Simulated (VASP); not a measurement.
**Al6N5 (a cell with a defect): single point with PBEsol**

System: Al6N5 (a cell with a defect).

```
Al N
1.0
    -3.30147    0.00000    4.13987
     1.65073   -2.85916    4.13987
     1.65073    2.85916    4.13987
Al N
6 5
Direct
  0.25000 0.91667 0.58333
  0.58333 0.25000 0.91667
  0.91667 0.58333 0.25000
  0.75000 0.08333 0.41667
  0.08333 0.41667 0.75000
  0.41667 0.75000 0.08333
  0.41667 0.08333 0.75000
  0.75000 0.41667 0.08333
  0.89422 0.15094 0.52258
  0.25000 0.58333 0.91667
  0.58333 0.91667 0.25000
```

This cell differs from its parent crystal: atoms taken out, atom 9 moved 0.250 of the way to it and -0.350 Å across, host rigid.

| Quantity | Value |
| --- | --- |
| Program | VASP 6.6.1 |
| Task | single point |
| Functional | PBEsol |
| Potentials or basis | VASP PAW PBE potentials, release 64 (Al, N) |
| Cutoff | 520 eV |
| k mesh | 6 × 6 × 6 |
| Occupations | gaussian, width 0.05 eV |
| Spin | no spin polarisation |

The largest force is 35.761 eV/Å.

Forces on the atoms (eV/Å):
```
Al   -0.147   0.102   2.469
Al   -0.561   0.201  -0.728
Al   -0.410   0.343  -3.446
Al    6.461  -3.366 -32.160
Al   -0.001   2.229   1.610
Al   -1.898  -1.206   0.053
N     2.020  -0.048  -1.203
N    -0.584  -1.863  -1.749
N    -4.984   2.678  35.310
N     0.361  -0.256   0.067
N    -0.256   1.187  -0.223
```

Levels at points of the mesh, in eV from the Fermi level:
```tsv
k point	band 16	band 17	band 18	band 19	band 20	band 21	band 22	band 23	band 24	band 25
(0.00, 0.00, 0.00)	-1.92	-1.31	-0.86	-0.38	0.15	0.18	3.29	4.37	5.58	5.86
(0.50, 0.00, 0.00)	-1.87	-1.47	-1.00	-0.47	-0.29	0.07	2.90	4.31	4.97	5.77
(0.00, 0.50, 0.00)	-2.20	-1.27	-0.97	-0.68	-0.42	0.27	2.73	4.03	5.11	6.10
(0.00, 0.00, 0.50)	-1.72	-1.28	-1.02	-0.58	-0.13	0.31	3.04	4.13	4.53	5.87
(0.50, 0.50, 0.00)	-2.15	-1.61	-1.29	-0.52	-0.40	0.26	3.08	4.19	5.01	5.77
(0.50, 0.00, 0.50)	-1.86	-1.66	-0.84	-0.62	-0.15	-0.05	3.58	3.93	4.73	5.91
(0.00, 0.50, 0.50)	-2.14	-1.71	-1.16	-0.51	-0.14	0.37	2.81	4.18	4.50	5.44
(0.50, 0.50, 0.50)	-1.85	-1.77	-1.59	-1.25	-0.66	0.88	3.14	3.73	4.41	5.82
```

Wall time 6.4 min on 1 thread of Intel(R) Xeon(R) Platinum 8488C (Sapphire Rapids), on a shared host, peak memory 0.43 GiB.

Caveat: the cell carries a net charge on a neutralising background, which shifts energy and pressure; the cell differs from its parent crystal (atoms taken out, atom 9 moved 0.250 of the way to it and -0.350 Å across, host rigid); the cell is charged against a uniform background, so pressure and absolute levels hang on convention; atoms lie so close that the PAW spheres overlap strongly, which falsifies energies and pressures; the PAW data sets were made with another functional, which shifts forces and pressure a little.
